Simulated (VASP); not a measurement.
# Sb (R-3m) in VASP: notebook, part 2 of 2

VASP 6.6.1. The steps go on from the part before.

### 4 Electric field gradients, PBEsol (equal xx and yy strain of -1 %)

Input file INCAR:

```
SYSTEM = Sb
PREC     = Accurate       ! precision mode
ENCUT    = 400            ! plane-wave cutoff, eV
EDIFF    = 1E-8           ! SCF threshold, eV
ISMEAR   = -1             ! smearing method
SIGMA    = 0.05           ! smearing width, eV
LREAL    = .False.        ! projectors in reciprocal space
LASPH    = .True.         ! aspherical terms in the spheres
NELM     = 120            ! most SCF steps
ALGO     = Normal         ! electronic algorithm
ISIF     = 2              ! what is computed and relaxed
LWAVE    = .False.        ! write WAVECAR
LCHARG   = .False.        ! write CHGCAR
GGA      = PS             ! functional
LEFG     = .True.       
NBANDS   = 12             ! bands
GGA_COMPAT= .False.
```

Input file KPOINTS:

```
regular mesh
0
Gamma
  9 9 9
  0 0 0
```

Input file POSCAR:

```
Sb
1.0
    2.1290943287      1.2292331838      3.7440000000
   -2.1290943287      1.2292331838      3.7440000000
    0.0000000000     -2.4584663675      3.7440000000
Sb
2
Direct
    0.2336400000      0.2336400000      0.2336400000
    0.7663600000      0.7663600000      0.7663600000
```

Potentials or basis: VASP PAW PBE potentials, release 64 (Sb).

Launch:

```bash
$ cat potpaw_PBE.64/Sb/POTCAR > POTCAR
$ mpirun -np 1 vasp_std > vasp.out
```

OUTCAR:

```text
SYSTEM = Sb
   PREC = Accurate
   ENCUT = 400
   EDIFF = 1E-8
   ISMEAR = -1
   LREAL = .False.
   LASPH = .True.
   NELM = 120
   ISIF = 2
   GGA = PS

 ion  position               nearest neighbor table
   1  0.234  0.234  0.234-   2 2.88   2 2.88   2 2.88   2 3.33   2 3.33   2 3.33
   2  0.766  0.766  0.766-   1 2.88   1 2.88   1 2.88   1 3.33   1 3.33   1 3.33

  LATTYP: Found a trigonal (rhomboedric) cell.
 ALAT       =     4.4790169547
 COS(alpha) =     0.5480874637

  Lattice vectors:

 A1 = (   2.1290943287,   1.2292331838,   3.7440000000)
 A2 = (  -2.1290943287,   1.2292331838,   3.7440000000)
 A3 = (   0.0000000000,  -2.4584663675,   3.7440000000)

Analysis of symmetry for initial positions (statically):
=====================================================================
 Subroutine PRICEL returns:
 Original cell was already a primitive cell.

 Routine SETGRP: Setting up the symmetry group for a
 trigonal (rhombohedral) supercell.

 Subroutine GETGRP returns: Found 12 space group operations
 (whereof 12 operations were pure point group operations)
 out of a pool of 12 trial point group operations.

The static configuration has the point symmetry D_3d.

Analysis of symmetry for dynamics (positions and initial velocities):
=====================================================================
 Subroutine PRICEL returns:
 Original cell was already a primitive cell.

 Routine SETGRP: Setting up the symmetry group for a
 trigonal (rhombohedral) supercell.

 Subroutine GETGRP returns: Found 12 space group operations
 (whereof 12 operations were pure point group operations)
 out of a pool of 12 trial point group operations.

The dynamic configuration has the point symmetry D_3d.

 Subroutine INISYM returns: Found 12 space group operations
 (whereof 12 operations are pure point group operations),
 and found     1 'primitive' translations

----------------------------------------------------------------------------------------

                                     Primitive cell

  volume of cell :      58.7917

  direct lattice vectors                    reciprocal lattice vectors
     2.129094329  1.229233184  3.744000000     0.234841638  0.135585883  0.089031339
    -2.129094329  1.229233184  3.744000000    -0.234841638  0.135585883  0.089031339
     0.000000000 -2.458466367  3.744000000     0.000000000 -0.271171766  0.089031339

  length of vectors
     4.479016955  4.479016955  4.479016955     0.285413220  0.285413220  0.285413220

  position of ions in fractional coordinates (direct lattice)
     0.233640000  0.233640000  0.233640000
     0.766360000  0.766360000  0.766360000

  ion indices of the primitive-cell ions
   primitive index   ion index
                 1           1
                 2           2

----------------------------------------------------------------------------------------

 KPOINTS: regular mesh

[... 78 lines left out ...]
   NELECT =      10.0000    total number of electrons
   NUPDOWN=      -1.0000    fix difference up-down
   EMIN   =  10.00;   EMAX   =-10.00  energy-range for DOS
   EFERMI =   0.00;   METHOD = LEGACY
   ISMEAR =    -1;   SIGMA  =   0.05  broadening in eV -4-tet -1-fermi 0-gaus
   EFERMI_NEDOS =   21; number of points for ismear=-14 and -15
   IALGO  =     38    algorithm
   IMIX   =      4    mixing-type and parameters
     AMIX     =   0.40;   BMIX     =  1.00
     AMIX_MAG =   1.60;   BMIX_MAG =  1.00
  volume/ion in A,a.u.               =      29.40       198.37
  Fermi-wavevector in a.u.,A,eV,Ry     =   0.907060  1.714095 11.194303  0.822758
  Thomas-Fermi vector in A             =   2.030822
   LORBIT       =      0    0 simple, 1 ext, 2 COOP (PROOUT), +10 PAW based schemes
   GGA     = PS    functional components
   LHFCALC =     F    Hartree Fock is set to
   AEXX    =    0.0000 exact exchange contribution
   IVDW    =     0    specifies the selected vdW correction
   LEPSILON=     F    determine dielectric tensor
   LRPA    =     F    only Hartree local field effects (RPA)
 non-spin polarized calculation
  energy-cutoff  :      400.00
  volume of cell :       58.79
 maximum number of plane-waves:      1079
 NGX is ok and might be reduce to    30
   NGX = 15   NGY = 15   NGZ = 15

 number of electron      10.0000001 magnetization

 Free energy of the ion-electron system (eV)
  ---------------------------------------------------
  ext. energy  EPLUGINS =         0.00000000
  ---------------------------------------------------
  free energy    TOTEN  =        -9.10510387 eV

  energy without entropy =       -9.10289125  energy(sigma->0) =       -9.10399756

 E-fermi :   7.4988     XC(G=0):  -9.7793

 val. band max:        7.4850219801   @ k =   0.4444   0.0000   0.0000
 cond. band min:       7.4994176941   @ k =   0.3333   0.2222   0.2222
 fundamental gap:      0.0143957140
 Fermi energy:         7.4988398479

 k-point     1 :       0.0000    0.0000    0.0000
  band No.  band energies     occupation
      1      -5.4743      2.00000
      2       2.8079      2.00000
      3       5.2904      2.00000
      4       5.6752      2.00000
      5       5.6752      2.00000
      6       9.5536      0.00000
      7      10.2175      0.00000
      8      10.2175      0.00000
      9      12.5576      0.00000
     10      12.5576      0.00000
     11      12.6855      0.00000
     12      13.8985      0.00000
[... 331 lines left out ...]
 k-point    24 :       0.4444    0.4444    0.0000
  band No.  band energies     occupation
      1      -3.1641      2.00000
      2      -0.4579      2.00000
      3       2.0511      2.00000
      4       3.6357      2.00000
      5       3.7720      2.00000
      6       8.9077      0.00000
      7      12.4578      0.00000
      8      13.0246      0.00000
      9      14.1418      0.00000
     10      16.1257      0.00000
     11      17.2094      0.00000
     12      18.2961      0.00000

 [... further k-points ...]
[... 5 lines left out ...]
  --------------------------------------------------------------------------------------
  -------------------------------------------------------------------------------------
  Total        0.8603095      0.8603095      0.4226006      0.0000000      0.0000000      0.0000000
  in kB       23.4449353     23.4449353     11.5166025      0.0000000      0.0000000      0.0000000
  external PRESSURE =      19.4688244 kB  Pullay stress =       0.0000000 kB

 VOLUME and BASIS-vectors are now :
 -----------------------------------------------------------------------------
  energy-cutoff  :      400.00
  volume of cell :       58.79
      direct lattice vectors                 reciprocal lattice vectors
     2.129094329  1.229233184  3.744000000     0.234841638  0.135585883  0.089031339
    -2.129094329  1.229233184  3.744000000    -0.234841638  0.135585883  0.089031339
     0.000000000 -2.458466367  3.744000000     0.000000000 -0.271171766  0.089031339

 POSITION                                       TOTAL-FORCE (eV/Angst)
 -----------------------------------------------------------------------------------
      0.00000      0.00000      2.62424         0.000000      0.000000      0.308093
      0.00000      0.00000      8.60776         0.000000     -0.000000     -0.308093
 -----------------------------------------------------------------------------------
    total drift:                                0.000000     -0.000000      0.000000

  FREE ENERGIE OF THE ION-ELECTRON SYSTEM (eV)
  ---------------------------------------------------
  free  energy   TOTEN  =        -9.1051038685 eV

  energy  without entropy=       -9.1028912508  energy(sigma->0) =       -9.10399756

 Electric field gradients (V/A^2)
---------------------------------------------------------------------
 ion       V_xx      V_yy      V_zz      V_xy      V_xz      V_yz
---------------------------------------------------------------------
   1      19.971    19.971   -39.942    -0.000    -0.000    -0.000
   2      19.971    19.971   -39.942    -0.000    -0.000    -0.000
---------------------------------------------------------------------

 Electric field gradients after diagonalization (V/A^2)
 (convention: |V_zz| > |V_xx| > |V_yy|)
----------------------------------------------------------------------
 ion       V_xx      V_yy      V_zz     asymmetry (V_yy - V_xx)/ V_zz
----------------------------------------------------------------------
   1      19.971    19.971   -39.942       0.000
   2      19.971    19.971   -39.942       0.000
----------------------------------------------------------------------

           NMR quadrupolar parameters

 Cq : quadrupolar parameter    Cq=e*Q*V_zz/h
 eta: asymmetry parameters     (V_yy - V_xx)/ V_zz
 Q  : nuclear electric quadrupole moment in mb (millibarn)
----------------------------------------------------------------------
 ion       Cq(MHz)       eta       Q (mb)
----------------------------------------------------------------------
   1      -0.097       0.000       1.000
   2      -0.097       0.000       1.000
----------------------------------------------------------------------
```

Wall time 40 s (1 thread of Intel Xeon 6975P-C, shared host); peak memory 0.18 GiB.

What came out:

```
Free energy            : -9.1051 eV
Pressure               : 1.9 GPa
Largest force          : 0.308 eV/Å
Band gap on the k mesh : zero (band 5 reaches 7.50 eV, above the bottom of band 6 at 7.49 eV)
```

Forces on the atoms (eV/Å):
```
Sb   0.000  0.000  0.308
Sb   0.000  0.000 -0.308
```

Stress tensor (GPa, compression positive):
```
2.34 0.00 0.00
0.00 2.34 0.00
0.00 0.00 1.15
```

Levels at points of the mesh, in eV from the Fermi level:
| k point | band 1 | band 2 | band 3 | band 4 | band 5 | band 6 | band 7 | band 8 | band 9 | band 10 |
| --- | --- | --- | --- | --- | --- | --- | --- | --- | --- | --- |
| (0.00, 0.00, 0.00) | -12.97 | -4.69 | -2.21 | -1.82 | -1.82 | 2.05 | 2.72 | 2.72 | 5.06 | 5.06 |

Electric field gradients, principal values (V/Å²):
```csv
atom,least,middle,greatest (by size)
1 Sb,19.971,19.971,-39.942
2 Sb,19.971,19.971,-39.942
```

Caveat: the cell differs from its parent crystal (equal xx and yy strain of -1 %); without QUAD_EFG the Cq values of the log hold for a quadrupole moment of 1 mb, not for the nuclei; the PAW data sets were made with another functional, which shifts forces and pressure a little; spin-orbit coupling is left out, which moves the levels of the heavy elements.

### 5 Electric field gradients, PBEsol (equal xx and yy strain of +2 %)

Input file INCAR:

```
SYSTEM = Sb
  PREC = Accurate
  ENCUT = 400
  EDIFF = 1E-8
  ISMEAR = -1
  SIGMA = 0.05
  LREAL = .False.
  LASPH = .True.
  NELM = 120
  ALGO = Normal
  ISIF = 2
  LWAVE = .False.
  LCHARG = .False.
  GGA = PS
  LEFG = .True.
  NBANDS = 12
  GGA_COMPAT = .False.
```

Input file KPOINTS:

```
Automatic mesh
0
Gamma
  9 9 9
  0 0 0
```

Input file POSCAR:

```
Sb
1.0
    2.1936123386      1.2664826742      3.7440000000
   -2.1936123386      1.2664826742      3.7440000000
    0.0000000000     -2.5329653483      3.7440000000
Sb
2
Direct
    0.2336400000      0.2336400000      0.2336400000
    0.7663600000      0.7663600000      0.7663600000
```

Potentials or basis: VASP PAW PBE potentials, release 64 (Sb).

Launch:

```bash
$ cat potpaw_PBE.64/Sb/POTCAR > POTCAR
$ mpirun -np 1 vasp_std > vasp.out
```

OUTCAR:

```text
SYSTEM = Sb
   PREC = Accurate
   ENCUT = 400
   EDIFF = 1E-8
   ISMEAR = -1
   LREAL = .False.
   LASPH = .True.
   NELM = 120
   ISIF = 2
   GGA = PS

 ion  position               nearest neighbor table
   1  0.234  0.234  0.234-   2 2.95   2 2.95   2 2.95   2 3.38   2 3.38   2 3.38
   2  0.766  0.766  0.766-   1 2.95   1 2.95   1 2.95   1 3.38   1 3.38   1 3.38

  LATTYP: Found a trigonal (rhomboedric) cell.
 ALAT       =     4.5203373166
 COS(alpha) =     0.5290139237

  Lattice vectors:

 A1 = (   2.1936123386,   1.2664826742,   3.7440000000)
 A2 = (  -2.1936123386,   1.2664826742,   3.7440000000)
 A3 = (   0.0000000000,  -2.5329653483,   3.7440000000)

Analysis of symmetry for initial positions (statically):
=====================================================================
 Subroutine PRICEL returns:
 Original cell was already a primitive cell.

 Routine SETGRP: Setting up the symmetry group for a
 trigonal (rhombohedral) supercell.

 Subroutine GETGRP returns: Found 12 space group operations
 (whereof 12 operations were pure point group operations)
 out of a pool of 12 trial point group operations.

The static configuration has the point symmetry D_3d.

Analysis of symmetry for dynamics (positions and initial velocities):
=====================================================================
 Subroutine PRICEL returns:
 Original cell was already a primitive cell.

 Routine SETGRP: Setting up the symmetry group for a
 trigonal (rhombohedral) supercell.

 Subroutine GETGRP returns: Found 12 space group operations
 (whereof 12 operations were pure point group operations)
 out of a pool of 12 trial point group operations.

[... 167 lines left out ...]
     11      11.9794      0.00000
     12      13.2642      0.00000
[... 331 lines left out ...]
 k-point    24 :       0.4444    0.4444    0.0000
  band No.  band energies     occupation
      1      -3.6266      2.00000
      2      -1.1325      2.00000
      3       1.6186      2.00000
      4       3.1720      2.00000
      5       3.2367      2.00000
      6       8.3277      0.00000
      7      11.4558      0.00000
      8      11.9666      0.00000
      9      12.9792      0.00000
     10      15.2501      0.00000
     11      16.1825      0.00000
     12      17.5277      0.00000

 [... further k-points ...]
[... 5 lines left out ...]
  --------------------------------------------------------------------------------------
  -------------------------------------------------------------------------------------
  Total       -0.7682388     -0.7682388     -0.5040997      0.0000000     -0.0000000      0.0000000
  in kB      -19.7224373    -19.7224373    -12.9413864      0.0000000     -0.0000000      0.0000000
  external PRESSURE =     -17.4620870 kB  Pullay stress =       0.0000000 kB

 VOLUME and BASIS-vectors are now :
 -----------------------------------------------------------------------------
  energy-cutoff  :      400.00
  volume of cell :       62.41
      direct lattice vectors                 reciprocal lattice vectors
     2.193612339  1.266482674  3.744000000     0.227934531  0.131598063  0.089031339
    -2.193612339  1.266482674  3.744000000    -0.227934531  0.131598063  0.089031339
     0.000000000 -2.532965348  3.744000000     0.000000000 -0.263196126  0.089031339

 POSITION                                       TOTAL-FORCE (eV/Angst)
 -----------------------------------------------------------------------------------
      0.00000      0.00000      2.62424         0.000000      0.000000      0.029612
      0.00000      0.00000      8.60776         0.000000     -0.000000     -0.029612
 -----------------------------------------------------------------------------------
    total drift:                                0.000000     -0.000000      0.000000

  FREE ENERGIE OF THE ION-ELECTRON SYSTEM (eV)
  ---------------------------------------------------
  free  energy   TOTEN  =        -9.1073391492 eV

  energy  without entropy=       -9.1061076658  energy(sigma->0) =       -9.10672341

 Electric field gradients (V/A^2)
---------------------------------------------------------------------
 ion       V_xx      V_yy      V_zz      V_xy      V_xz      V_yz
---------------------------------------------------------------------
   1      24.367    24.367   -48.734    -0.000    -0.000    -0.000
   2      24.367    24.367   -48.734    -0.000    -0.000    -0.000
---------------------------------------------------------------------

 Electric field gradients after diagonalization (V/A^2)
 (convention: |V_zz| > |V_xx| > |V_yy|)
----------------------------------------------------------------------
 ion       V_xx      V_yy      V_zz     asymmetry (V_yy - V_xx)/ V_zz
----------------------------------------------------------------------
   1      24.367    24.367   -48.734       0.000
   2      24.367    24.367   -48.734       0.000
----------------------------------------------------------------------

           NMR quadrupolar parameters

 Cq : quadrupolar parameter    Cq=e*Q*V_zz/h
 eta: asymmetry parameters     (V_yy - V_xx)/ V_zz
 Q  : nuclear electric quadrupole moment in mb (millibarn)
----------------------------------------------------------------------
 ion       Cq(MHz)       eta       Q (mb)
----------------------------------------------------------------------
   1      -0.118       0.000       1.000
   2      -0.118       0.000       1.000
----------------------------------------------------------------------
```

It took 53 s on 1 thread of Intel Xeon 6975P-C, shared host; peak memory 0.18 GiB.

What came out:

```
Free energy            : -9.1073 eV
Pressure               : -1.7 GPa
Largest force          : 0.030 eV/Å
Band gap on the k mesh : 0.15 eV, indirect (least direct gap 0.47 eV)
```

Forces in eV/Å, atoms in the order of the input:
```
Sb   0.000  0.000  0.030
Sb   0.000  0.000 -0.030
```

Stress tensor (GPa, compression positive):
```
-1.97  0.00  0.00
 0.00 -1.97  0.00
 0.00  0.00 -1.29
```

Levels at points of the mesh, in eV from the valence-band top:
```tsv
k point	band 2	band 3	band 4	band 5	band 6	band 7	band 8	band 9
(0.00, 0.00, 0.00)	-4.79	-1.66	-1.64	-1.64	2.22	2.82	2.82	5.17
```

Electric field gradients, principal values (V/Å²):
```csv
atom,least,middle,greatest (by size)
1 Sb,24.367,24.367,-48.734
2 Sb,24.367,24.367,-48.734
```

Caveat: the cell differs from its parent crystal (equal xx and yy strain of +2 %); without QUAD_EFG the Cq values of the log hold for a quadrupole moment of 1 mb, not for the nuclei; the PAW data sets were made with another functional, which shifts forces and pressure a little; spin-orbit coupling is left out, which moves the levels of the heavy elements. A k mesh can miss the band edges.

### 6 The runs side by side

| cell | gap on the mesh (eV) | pressure (GPa) | largest force (eV/Å) |
| --- | --- | --- | --- |
| a = 4.452 Å, angles 55.9°, 2 atoms | none | 5.0 | 0.58 |
| a = 4.479 Å, angles 56.8°, 2 atoms | none | 1.9 | 0.31 |
| a = 4.520 Å, angles 58.1°, 2 atoms | 0.15 | -1.7 | 0.03 |

Alike in all rows: task electric field gradients; level PBEsol; potentials or basis VASP PAW PBE potentials, release 64 (Sb); no spin polarisation; k mesh 9 × 9 × 9; cutoff (eV) 400; smearing fermi-dirac 0.05 eV.

Caveats: the PAW data sets were made with another functional, which shifts forces and pressure a little; spin-orbit coupling is left out, which moves the levels of the heavy elements.

Absolute energies hang on the potentials; compare differences alone.
